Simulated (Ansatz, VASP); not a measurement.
## Pt in VASP and in Ansatz

```
CELL_PARAMETERS angstrom
2.29348 0.00000 0.00000
-1.14674 1.98621 0.00000
0.00000 0.00000 2.21765
ATOMIC_POSITIONS crystal
Pt 0.00000 0.00000 0.00000
```

Change from the starting cell: volume scaled by 0.6, LAPW.

Alike in both runs: task single point; functional PBE; k mesh 16 × 16 × 15; occupations fermi-dirac, width 0.08 eV; no spin polarisation.

```csv
,VASP,Ansatz
version,VASP 6.6.1,Ansatz 0.2.0
potentials or method,"VASP PAW PBE potentials, release 64 (Pt), cutoff 520 eV","all-electron LAPW, scalar-relativistic"
```

Ansatz gave:

```
pressure (GPa)                                                : 413.7
traceless stress, the component that is largest in VASP (GPa) : 0.38
```

Which values does VASP return?

Pressure (GPa): 413.6; traceless stress, the component that is largest in VASP (GPa): -3.14.

Both programs put the cell under a high pressure, so it lies far from rest at this level. Ansatz ran all-electron here, and VASP with PAW potentials.

Spin-orbit coupling is off throughout. Noted on VASP's run: the cell as given lies far from equilibrium.
